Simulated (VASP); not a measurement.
Set up this calculation in VASP 6.6.1, as the native input.

* Task: single point
* Functional: PBE
* Potentials or basis: VASP PAW PBE potentials, release 64 (Ba_sv, V_sv)
* Cutoff: 520 eV
* k mesh: 4 × 4 × 4
* Occupations: gaussian, width 0.1 eV
* Spin: collinear spin
* Starting moments: [-0.12, -0.12, -0.12, 3.34] μB
* Dipole correction: no
* Further INCAR settings: ALGO = Fast; EDIFF = 1e-07; NBANDS = 34

The structure of Ba3V lies in POSCAR:

```
Ba3V
1.0
    5.6451146458      0.0000000000      0.0000000000
    0.0000000000      5.6451146458      0.0000000000
    0.0000000000      0.0000000000      5.6451146458
Ba V
3 1
Direct
    0.0000000000      0.5000000000      0.5000000000
    0.5000000000      0.0000000000      0.5000000000
    0.5000000000      0.5000000000      0.0000000000
    0.0000000000      0.0000000000      0.0000000000
```

One way to write it, as run:

INCAR

```
SYSTEM = Ba3V
PREC = Accurate ; ENCUT = 520
EDIFF = 1E-7 ; ISMEAR = 0
SIGMA = 0.1 ; LREAL = .False.
LASPH = .True. ; NELM = 150
ALGO = Fast ; ISIF = 2
LWAVE = .False. ; LCHARG = .False.
ISPIN = 2 ; MAGMOM = -0.12 -0.12 -0.12 3.34
LORBIT = 11 ; LMAXMIX = 4
GGA = PE ; NBANDS = 34
```

KPOINTS

```
regular mesh
0
Gamma
  4 4 4
  0 0 0
```

Potentials or basis: VASP PAW PBE potentials, release 64 (Ba_sv, V_sv).

Launch:

```console
$ cat potpaw_PBE.64/Ba_sv/POTCAR potpaw_PBE.64/V_sv/POTCAR > POTCAR
$ mpirun -np 1 vasp_std > vasp.out
```

Results of the run:

The pressure is 0.5 GPa. The net moment is 4.73 μB per cell, the site moments are Ba +0.07; V +3.03 μB and the valence electrons inside the program's atomic spheres are Ba 7.97; V 11.30.

It took 5.1 min on 1 thread of Intel Xeon 8259CL (shared host), peak memory 0.36 GiB.
